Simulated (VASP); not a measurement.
# W (Im-3m) in VASP: further runs

Aim: see how the results for W move with the level of theory and the settings. Levels: r2SCAN, LDA, PBEsol. Tasks: relaxation of cell and atoms, single point.

Program: VASP 6.6.1. These are calculated values, not measurements. Logs are shortened: lines on timing, memory, paths and dates and some standing lists are left out, and cuts for length are marked.

**1. The cell of the first run**

It takes space group Im-3m (No. 229, cubic). The conventional cell has a = 3.160 Å, b = 3.160 Å, c = 3.160 Å, α = 90.00°, β = 90.00°, γ = 90.00°. W (site symmetry m-3m) has 14 W at 2.74 to 3.16 Å within 3.6 Å.

**2. Relaxation of cell and atoms, r2SCAN**

Input file POSCAR:

```
W
1.0
   -1.5800000000      1.5800000000      1.5800000000
    1.5800000000     -1.5800000000      1.5800000000
    1.5800000000      1.5800000000     -1.5800000000
W
1
Direct
    0.0000000000      0.0000000000      0.0000000000
```

Input file INCAR.step1:

```
SYSTEM = W
PREC = Accurate
ENCUT = 600
ISMEAR = 1
SIGMA = 0.1
LREAL = .False.
LASPH = .True.
NELM = 60
GGA = PE
ALGO = Normal
EDIFF = 1E-4
LWAVE = .True.
LCHARG = .False.
```

Input file INCAR.step2:

```
SYSTEM = W
PREC = Accurate
ENCUT = 600
EDIFF = 1E-7
ISMEAR = 1
SIGMA = 0.1
LREAL = .False.
LASPH = .True.
NELM = 60
ALGO = Normal
ISIF = 3
LWAVE = .False.
LCHARG = .False.
METAGGA = R2SCAN
LMIXTAU = .True.
IBRION = 2
NSW = 60
EDIFFG = -0.005
ISTART = 1
```

Input file KPOINTS:

```
regular mesh
0
Gamma
  24 24 24
  0 0 0
```

Potentials or basis: VASP PAW PBE potentials, release 64 (W_sv).

The run is started by

```
$ cat potpaw_PBE.64/W_sv/POTCAR > POTCAR
$ cp INCAR.step1 INCAR
$ mpirun -np 1 vasp_std > vasp.out
$ cp INCAR.step2 INCAR
$ mpirun -np 1 vasp_std > vasp.out
```

OUTCAR:

```text
SYSTEM = W
   PREC = Accurate
   ENCUT = 600
   EDIFF = 1E-7
   ISMEAR = 1
   LREAL = .False.
   LASPH = .True.
   NELM = 60
   ISIF = 3
   METAGGA = R2SCAN
   IBRION = 2
   NSW = 60
   EDIFFG = -0.005
   ISTART = 1

 ion  position               nearest neighbor table
   1  0.000  0.000  0.000-

  LATTYP: Found a body centered cubic cell.
 ALAT       =     3.1600000000

  Lattice vectors:

 A1 = (  -1.5800000000,   1.5800000000,   1.5800000000)
 A2 = (   1.5800000000,  -1.5800000000,   1.5800000000)
 A3 = (   1.5800000000,   1.5800000000,  -1.5800000000)

Analysis of symmetry for initial positions (statically):
=====================================================================
 Subroutine PRICEL returns:
 Original cell was already a primitive cell.

 Routine SETGRP: Setting up the symmetry group for a
 body centered cubic supercell.

 Subroutine GETGRP returns: Found 48 space group operations
 (whereof 48 operations were pure point group operations)
 out of a pool of 48 trial point group operations.

The static configuration has the point symmetry O_h .

Analysis of symmetry for dynamics (positions and initial velocities):
=====================================================================
 Subroutine PRICEL returns:
 Original cell was already a primitive cell.

 Routine SETGRP: Setting up the symmetry group for a
 body centered cubic supercell.

 Subroutine GETGRP returns: Found 48 space group operations
 (whereof 48 operations were pure point group operations)
 out of a pool of 48 trial point group operations.

The dynamic configuration has the point symmetry O_h .

 Subroutine INISYM returns: Found 48 space group operations
 (whereof 48 operations are pure point group operations),
 and found     1 'primitive' translations

----------------------------------------------------------------------------------------

                                     Primitive cell

  volume of cell :      15.7772

  direct lattice vectors                    reciprocal lattice vectors
    -1.580000000  1.580000000  1.580000000     0.000000000  0.316455696  0.316455696
     1.580000000 -1.580000000  1.580000000     0.316455696  0.000000000  0.316455696
     1.580000000  1.580000000 -1.580000000     0.316455696  0.316455696  0.000000000

  length of vectors
     2.736640276  2.736640276  2.736640276     0.447535937  0.447535937  0.447535937

  position of ions in fractional coordinates (direct lattice)
     0.000000000  0.000000000  0.000000000

  ion indices of the primitive-cell ions
   primitive index   ion index
                 1           1

----------------------------------------------------------------------------------------

 KPOINTS: regular mesh

Automatic generation of k-mesh.
 Grid dimensions read from file:
 generate k-points for:   24   24   24

 Generating k-lattice:

  Cartesian coordinates                     Fractional coordinates (reciprocal lattice)
     0.000000000  0.013185654  0.013185654     0.041666667  0.000000000  0.000000000
     0.013185654  0.000000000  0.013185654     0.000000000  0.041666667  0.000000000
     0.013185654  0.013185654  0.000000000     0.000000000  0.000000000  0.041666667

  Length of vectors
     0.018647331  0.018647331  0.018647331

  Shift w.r.t. Gamma in fractional coordinates (k-lattice)
     0.000000000  0.000000000  0.000000000

 Subroutine IBZKPT returns following result:
 ===========================================

 Found    413 irreducible k-points:

 Following reciprocal coordinates:
            Coordinates               Weight
  0.000000  0.000000  0.000000      1.000000
  0.041667  0.000000  0.000000     12.000000
  0.083333  0.000000  0.000000     12.000000
  0.125000  0.000000  0.000000     12.000000
  0.166667  0.000000  0.000000     12.000000
  0.208333  0.000000  0.000000     12.000000
[... 16 lines left out ...]
  0.416667  0.041667  0.000000     48.000000
  0.458333  0.041667  0.000000     48.000000
 [... further k-points ...]
   k-points           NKPTS =    413   k-points in BZ     NKDIM =    413   number of bands    NBANDS=     11
   number of dos      NEDOS =    301   number of ions     NIONS =      1
   total plane-waves  NPLWV =  13824
   dimension x,y,z NGX =    24 NGY =   24 NGZ =   24
   dimension x,y,z NGXF=    48 NGYF=   48 NGZF=   48
   ions per type =               1
   NGX,Y,Z   is equivalent  to a cutoff of  14.58, 14.58, 14.58 a.u.
   NGXF,Y,Z  is equivalent  to a cutoff of  29.16, 29.16, 29.16 a.u.
 SYSTEM =  W
   PREC   = accura    normal or accurate (medium, high low for compatibility)
   ISTART =      1    job   : 0-new  1-cont  2-samecut
   ICHARG =      0    charge: 1-file 2-atom 10-const
   ISPIN  =      1    spin polarized calculation?
   LNONCOLLINEAR =      F non collinear calculations
   LSORBIT =      F    spin-orbit coupling
   LASPH  =      T    aspherical Exc in radial PAW
   ENCUT  =  600.0 eV  44.10 Ry    6.64 a.u.   5.47  5.47  5.47*2*pi/ulx,y,z
   NELM   =     60;   NELMIN=  2; NELMDL=  0     # of ELM steps
   EDIFF  = 0.1E-06   stopping-criterion for ELM
   LREAL  =      F    real-space projection
   EDIFFG = -.5E-02   stopping-criterion for IOM
   NSW    =     60    number of steps for IOM
   IBRION =      2    ionic relax: 0-MD 1-quasi-New 2-CG
   NFREE  =      1    steps in history (QN), initial steepest desc. (CG)
   ISIF   =      3    stress and relaxation
   ISYM   =      2    0-nonsym 1-usesym 2-fastsym
   POTIM  = 0.5000    time-step for ionic-motion
   TEBEG  =    0.0;   TEEND  =   0.0 temperature during run
   PSTRESS=    0.0 pullay stress
   NELECT =      14.0000    total number of electrons
   NUPDOWN=      -1.0000    fix difference up-down
   EMIN   =  10.00;   EMAX   =-10.00  energy-range for DOS
   EFERMI =   0.00;   METHOD = LEGACY
   ISMEAR =     1;   SIGMA  =   0.10  broadening in eV -4-tet -1-fermi 0-gaus
   EFERMI_NEDOS =   21; number of points for ismear=-14 and -15
   IALGO  =     38    algorithm
   IMIX   =      4    mixing-type and parameters
     AMIX     =   0.40;   BMIX     =  1.00
     AMIX_MAG =   1.60;   BMIX_MAG =  1.00
  volume/ion in A,a.u.               =      15.78       106.47
  Fermi-wavevector in a.u.,A,eV,Ry     =   1.573163  2.972847 33.672273  2.474842
  Thomas-Fermi vector in A             =   2.674489
   LORBIT       =      0    0 simple, 1 ext, 2 COOP (PROOUT), +10 PAW based schemes
   METAGGA = R2SCAN    functional components
   LHFCALC =     F    Hartree Fock is set to
   AEXX    =    0.0000 exact exchange contribution
   IVDW    =     0    specifies the selected vdW correction
   LEPSILON=     F    determine dielectric tensor
   LRPA    =     F    only Hartree local field effects (RPA)
 conjugate gradient relaxation of ions
 non-spin polarized calculation
 Methfessel and Paxton  Order N= 1 SIGMA  =   0.10
  energy-cutoff  :      600.00
  volume of cell :       15.78
 maximum number of plane-waves:       543
 NGX is ok and might be reduce to    24
   NGX = 11   NGY = 11   NGZ = 11

--------------------------------------- Ionic step        1  -------------------------------------------

 number of electron      14.0000001 magnetization

 Free energy of the ion-electron system (eV)
  ---------------------------------------------------
  ext. energy  EPLUGINS =         0.00000000
  ---------------------------------------------------
  free energy    TOTEN  =       -51.35226321 eV

  energy without entropy =      -51.35218775  energy(sigma->0) =      -51.35223806

------------------------ aborting loop because EDIFF is reached ----------------------------------------

  FORCE on cell =-STRESS in cart. coord.  units (eV):
  Direction    XX          YY          ZZ          XY          YZ          ZX
  --------------------------------------------------------------------------------------
  -------------------------------------------------------------------------------------
  Total        0.4001996      0.4001996      0.4001996      0.0000000     -0.0000000     -0.0000000
  in kB       40.6402096     40.6402096     40.6402096      0.0000000     -0.0000000     -0.0000000
  external PRESSURE =      40.6402096 kB  Pullay stress =       0.0000000 kB
[... 90 lines left out ...]
  energy  without entropy=      -51.3547120640  energy(sigma->0) =      -51.35470463

--------------------------------------- Ionic step        4  -------------------------------------------

 number of electron      14.0000002 magnetization

 Free energy of the ion-electron system (eV)
  ---------------------------------------------------
  ext. energy  EPLUGINS =         0.00000000
  ---------------------------------------------------
  free energy    TOTEN  =       -51.35470157 eV

  energy without entropy =      -51.35471128  energy(sigma->0) =      -51.35470481

 E-fermi :  11.2252     XC(G=0): -14.9119

 val. band max:       11.2184556732   @ k =   0.1667   0.0000   0.0000
 cond. band min:      11.2293387659   @ k =  -0.2500   0.2917   0.1250
 fundamental gap:      0.0108830927
 Fermi energy:        11.2252080091

 k-point     1 :       0.0000    0.0000    0.0000
  band No.  band energies     occupation
      1     -64.9477      2.00000
      2     -27.8187      2.00000
      3     -27.8187      2.00000
      4     -27.8187      2.00000
      5       1.0945      2.00000
      6       9.9100      2.00000
      7       9.9100      2.00000
      8       9.9100      2.00000
      9      13.7245      0.00000
     10      13.7245      0.00000
     11      26.4242      0.00000
[... 309 lines left out ...]
 k-point    24 :       0.4583    0.0417    0.0000
  band No.  band energies     occupation
      1     -64.8013      2.00000
      2     -29.1453      2.00000
      3     -28.2565      2.00000
      4     -27.8358      2.00000
      5       4.7348      2.00000
      6       7.4921      2.00000
      7      11.4567     -0.00509
      8      13.5360      0.00000
      9      14.6746      0.00000
     10      17.4837      0.00000
     11      22.6857      0.00000

 [... further k-points ...]

------------------------ aborting loop because EDIFF is reached ----------------------------------------

  FORCE on cell =-STRESS in cart. coord.  units (eV):
  Direction    XX          YY          ZZ          XY          YZ          ZX
  --------------------------------------------------------------------------------------
  -------------------------------------------------------------------------------------
  Total        0.0026888      0.0026888      0.0026888     -0.0000000     -0.0000000      0.0000000
  in kB        0.2697353      0.2697353      0.2697353     -0.0000000     -0.0000000      0.0000000
  external PRESSURE =       0.2697353 kB  Pullay stress =       0.0000000 kB
[... 16 lines left out ...]
  FREE ENERGIE OF THE ION-ELECTRON SYSTEM (eV)
  ---------------------------------------------------
  free  energy   TOTEN  =       -51.3547015708 eV

  energy  without entropy=      -51.3547112754  energy(sigma->0) =      -51.35470481

 reached required accuracy - stopping structural energy minimisation
```

It took 4.9 min on 1 thread of Intel Xeon 6975P-C (Granite Rapids), shared host; peak memory 0.24 GiB.

What came out:

```
Free energy                           : -51.3547 eV
Relaxed volume                        : 15.97 Å³/atom
Relaxed cell                          : a = 2.748 Å, b = 2.748 Å, c = 2.748 Å, α = 109.47°, β = 109.47°, γ = 109.47°
Space group after relaxing (to 0.1 Å) : Im-3m (No. 229)
Energy gained by relaxing             : 2.4 meV/atom
Ionic steps                           : 4
Pressure after relaxing               : 0.0 GPa
Band gap on the k mesh                : zero (bands 7 and 8 overlap by 6.55 eV)
```

The path:
| step | energy change (eV) | largest force (eV/Å) | pressure (GPa) | volume (Å³) |
| --- | --- | --- | --- | --- |
| 1 | 0.0000 | 0.0000 | 4.06 | 15.78 |
| 2 | 0.0293 | 0.0000 | -13.26 | 16.71 |
| 3 | -0.0024 | 0.0000 | -0.06 | 15.98 |
| 4 | -0.0024 | 0.0000 | 0.03 | 15.97 |

Final structure:
```yaml
crystal:
  lattice:
    - [-1.58645, 1.58645, 1.58645]
    - [1.58645, -1.58645, 1.58645]
    - [1.58645, 1.58645, -1.58645]
  atoms:
    - { symbol: W, position: [0.00000, 0.00000, 0.00000] }
```

Caveat: the PAW data sets were made with another functional, which shifts forces and pressure a little; spin-orbit coupling is left out, which moves the levels of the heavy elements.

**3. Single point, LDA**

This run uses another cell than the first one, of 15.41 Å³/atom.

Input file INCAR:

```
SYSTEM = W
  PREC = Accurate
  ENCUT = 520
  EDIFF = 1E-6
  ISMEAR = 1
  SIGMA = 0.1
  LREAL = .FALSE.
  LASPH = .TRUE.
  NELM = 60
  ALGO = Normal
  ISIF = 2
  LWAVE = .FALSE.
  LCHARG = .TRUE.
  LELF = .TRUE.
  LVHAR = .TRUE.
  NBANDS = 13
```

Input file KPOINTS:

```
Automatic mesh
0
G
  24 24 24
  0 0 0
```

Input file POSCAR:

```
W
1.0
   -1.5676484298      1.5676484298      1.5676484298
    1.5676484298     -1.5676484298      1.5676484298
    1.5676484298      1.5676484298     -1.5676484298
W
1
Direct
    0.0000000000      0.0000000000      0.0000000000
```

Potentials or basis: VASP PAW LDA potentials, release 64 (W_sv).

The run is started by

```
$ cat potpaw_LDA.64/W_sv/POTCAR > POTCAR
$ mpirun -np 1 vasp_std > vasp.out
```

Run time: 31 s. Hardware: 1 thread of Intel Xeon Platinum 8559C (Emerald Rapids), shared host; peak memory 0.18 GiB.

It converged, with:

```yaml
Free_energy: -14.1060 eV
Pressure: 1.9 GPa
Band_gap_on_the_k_mesh: zero (bands 7 and 8 overlap by 6.66 eV)
```

Levels at points of the mesh, in eV from the Fermi level:
```
           k point  band 3  band 4  band 5  band 6  band 7  band 8  band 9  band 10  band 11  band 12
(0.00, 0.00, 0.00)  -37.55  -37.55   -9.77   -1.39   -1.39   -1.39    2.18     2.18    14.56    14.56
(0.50, 0.00, 0.00)  -38.02  -37.56   -6.52   -3.80    0.86    2.10    3.10     6.32    11.48    11.56
(0.50, 0.50, 0.50)  -38.55  -38.55   -6.16   -6.16    5.28    5.28    5.28     8.51     8.51     8.51
```

Caveat: spin-orbit coupling is left out, which moves the levels of the heavy elements.

**4. Single point, PBEsol**

This run uses another cell than the first one, of 15.69 Å³/atom.

Input file INCAR:

```
SYSTEM = W
  ALGO = Normal
  EDIFF = 1E-6
  ENCUT = 520
  GGA = PS
  ISIF = 2
  ISMEAR = 1
  LASPH = .True.
  LCHARG = .False.
  LREAL = .False.
  LWAVE = .False.
  NBANDS = 13
  NELM = 60
  PREC = Accurate
  SIGMA = 0.1
```

Input file KPOINTS:

```
k-points
0
Gamma
  24 24 24
  0 0 0
```

Input file POSCAR:

```
W
1.0
   -1.5772252708      1.5772252708      1.5772252708
    1.5772252708     -1.5772252708      1.5772252708
    1.5772252708      1.5772252708     -1.5772252708
W
1
Direct
    0.0000000000      0.0000000000      0.0000000000
```

Potentials or basis: VASP PAW PBE potentials, release 64 (W_sv).

The run is started by

```
$ cat potpaw_PBE.64/W_sv/POTCAR > POTCAR
$ mpirun -np 1 vasp_std > vasp.out
```

It took 31 s on 1 thread of Intel Xeon Platinum 8559C (Emerald Rapids), shared host; peak memory 0.18 GiB.

It converged, with:

```
Free energy            : -13.8064 eV
Pressure               : 0.6 GPa
Band gap on the k mesh : zero (bands 7 and 8 overlap by 6.50 eV)
```

Levels at points of the mesh, in eV from the Fermi level:
```
           k point  band 3  band 4  band 5  band 6  band 7  band 8  band 9  band 10  band 11  band 12
(0.00, 0.00, 0.00)  -37.72  -37.72   -9.75   -1.30   -1.30   -1.30    2.21     2.21    14.52    14.52
(0.50, 0.00, 0.00)  -38.16  -37.73   -6.40   -3.67    0.69    2.12    3.11     6.21    11.19    11.48
(0.50, 0.50, 0.50)  -38.66  -38.66   -5.98   -5.98    5.21    5.21    5.21     8.29     8.29     8.29
```

Caveat: the PAW data sets were made with another functional, which shifts forces and pressure a little; spin-orbit coupling is left out, which moves the levels of the heavy elements.

**5. The runs side by side**

| task | level | potentials or basis | cell | cutoff (eV) | gap on the mesh (eV) | pressure (GPa) |
| --- | --- | --- | --- | --- | --- | --- |
| relaxation of cell and atoms | r2SCAN | VASP PAW PBE potentials, release 64 (W_sv) | relaxed from a = 2.737 Å, angles 109.5°, 1 atom | 600 | none | 0.0 |
| single point | LDA | VASP PAW LDA potentials, release 64 (W_sv) | a = 2.715 Å, angles 109.5°, 1 atom | 520 | none | 1.9 |
| single point | PBEsol | VASP PAW PBE potentials, release 64 (W_sv) | a = 2.732 Å, angles 109.5°, 1 atom | 520 | none | 0.6 |

Alike in all rows: no spin polarisation; k mesh 24 × 24 × 24; smearing methfessel-paxton 0.1 eV.

Caveats: spin-orbit coupling is left out, which moves the levels of the heavy elements; the PAW data sets were made with another functional, which shifts forces and pressure a little (at least some runs).

Total energies depend on the potentials used, so only differences within one code and one set of settings carry meaning.
